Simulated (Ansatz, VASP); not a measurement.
**Two plane-wave programs on Co**

The input INCAR:

```
ALGO = Fast
EDIFF = 1E-6
ENCUT = 520
GGA = PE
ISIF = 2
ISMEAR = -1
ISPIN = 2
LASPH = True
LCHARG = False
LMAXMIX = 4
LORBIT = 11
LREAL = False
LWAVE = False
MAGMOM = 0.68 -2.21 1.27 0.83
NBANDS = 30
NELM = 150
PREC = Accurate
SIGMA = 0.05
```

KPOINTS

```
k-points
0
Gamma
  12 12 4
```

File POSCAR:

```
Co
1.0
    2.4705617809      0.0000000000      0.0000000000
   -1.2352808905      2.1395692639      0.0000000000
    0.0000000000      0.0000000000      8.0882338000
Co
4
Direct
    0.6666666667      0.3333333333      0.7500000000
    0.0000000000      0.0000000000      0.5000000000
    0.3333333333      0.6666666667      0.2500000000
    0.0000000000      0.0000000000      0.0000000000
```

input.yaml

```yaml
crystal:
  lattice:
    - [2.4705617809, 0.0, 0.0]
    - [-1.2352808905, 2.1395692639, 0.0]
    - [0.0, 0.0, 8.0882338]
  atoms:
    - { symbol: Co, position: [0.6666666667, 0.3333333333, 0.75], spin: 0.68 }
    - { symbol: Co, position: [0.0, 0.0, 0.5], spin: -2.21 }
    - { symbol: Co, position: [0.3333333333, 0.6666666667, 0.25], spin: 1.27 }
    - { symbol: Co, position: [0.0, 0.0, 0.0], spin: 0.83 }
hamiltonian:
  xc: pbe
  pseudopotentials: { kind: paw }
magnetization:
  spin_polarized: true
kpoints:
  mp_grid: { grid: [12, 12, 4] }
scf:
  occupations: { method: fermi_dirac, width: 0.05 }
output:
  forces: true
  stress: true
  eigenvalues: true
```

Alike in both runs: task single point; functional PBE; k mesh 12 × 12 × 4; occupations fermi-dirac, width 0.05 eV; collinear spin.

|  | VASP | Ansatz |
| --- | --- | --- |
| version | VASP 6.6.1 | Ansatz 0.2.0 |
| potentials or method | VASP PAW PBE potentials, release 64 (Co) | Ansatz PAW |
| plane-wave cutoff (eV) | 520 | 420 |
| valence electrons in the cell | 36 | 68 |

Ansatz gave:

```
gap on the k mesh at the Fermi level (eV)                     : none
pressure (GPa)                                                : 4.7
traceless stress, the component that is largest in VASP (GPa) : -2.61
rms of the force components (eV/Å)                            : 0.000
net moment per atom (μB)                                      : 1.65
size of the moment on the site where the two differ most (μB) : 1.73
```

**Question.** Which values does VASP return?

**Answer.** gap on the k mesh at the Fermi level (eV): none; pressure (GPa): -2.2; traceless stress, the component that is largest in VASP (GPa): -1.19; rms of the force components (eV/Å): 0.194; net moment per atom (μB): 0.56; size of the moment on the site where the two differ most (μB): 0.19.

The net moments are unlike, so the other rows may belong to different states. Site moments also hang on the region over which each program counts them. Atom by atom the forces differ by 0.194 eV/Å (rms over components). A gap of «none» marks a metal or a gap that the smearing closes. VASP's potentials hold 36 valence electrons a cell and Ansatz's 68, so a difference there can come from the potentials and not from the codes.
